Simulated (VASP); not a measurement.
# BaO: relaxation of cell and atoms with PBEsol

Crystal: BaO.

```
Ba O
1.0
     0.00000    2.75000    2.75000
     2.75000    0.00000    2.75000
     2.75000    2.75000    0.00000
Ba O
1 1
Direct
  0.00000 0.00000 0.00000
  0.50000 0.50000 0.50000
```

| Quantity | Value |
| --- | --- |
| Program | VASP 6.6.1 |
| Task | relaxation of cell and atoms |
| Functional | PBEsol |
| Potentials or basis | VASP PAW PBE potentials, release 64 (Ba_sv, O_h) |
| Cutoff | 1340 eV |
| k mesh | 8 × 8 × 8 |
| Occupations | gaussian, width 0.01 eV |
| Spin | no spin polarisation |
| Dipole correction | no |
| Further INCAR settings | ALGO = Normal; EDIFF = 1e-07; IBRION = 2; EDIFFG = -0.002; NSW = 100; ISIF = 3 |

| Property | Result |
| --- | --- |
| Relaxed volume | 21.16 Å³/atom |
| Relaxed cell | a = 3.912 Å, b = 3.912 Å, c = 3.912 Å, α = 60.00°, β = 60.00°, γ = 60.00° |
| Space group after relaxing (to 0.1 Å) | Fm-3m (No. 225) |
| Energy gained by relaxing | 1.6 meV/atom |
| Ionic steps | 3 |
| Pressure after relaxing | 0.0 GPa |
| Band gap on the k mesh | 1.86 eV |

Step by step:
```csv
step,energy change (eV),largest force (eV/Å),pressure (GPa),volume (Å³)
1,0.0000,0.0000,1.40,41.59
2,-0.0023,0.0000,-0.67,42.70
3,-0.0031,0.0000,0.00,42.32
```

Final structure:
```
Ba O
1.0
     0.00000    2.76592    2.76592
     2.76592    0.00000    2.76592
     2.76592    2.76592    0.00000
Ba O
1 1
Direct
  0.00000 0.00000 0.00000
  0.50000 0.50000 0.50000
```

Levels at points of the mesh, in eV from the valence-band top:
```tsv
k point	band 5	band 6	band 7	band 8	band 9	band 10	band 11	band 12
(0.00, 0.00, 0.00)	-10.32	-0.36	-0.36	-0.36	3.39	4.63	4.63	4.63
(0.50, 0.00, 0.00)	-10.44	-2.07	-1.52	-1.52	4.87	7.16	7.16	8.03
(0.50, 0.50, 0.00)	-10.93	-0.17	-0.17	0.00	1.86	5.94	8.92	9.24
```

Wall time 2.1 min on 1 thread of Intel(R) Xeon(R) Platinum 8259CL CPU @ 2.50GHz (Skylake/Cascade Lake) (shared host), peak memory 0.39 GiB.

Caveat: the PAW data sets were made with another functional, which shifts forces and pressure a little; spin-orbit coupling is left out, which moves the levels of the heavy elements. Zero-point motion and thermal expansion aren't in these numbers.
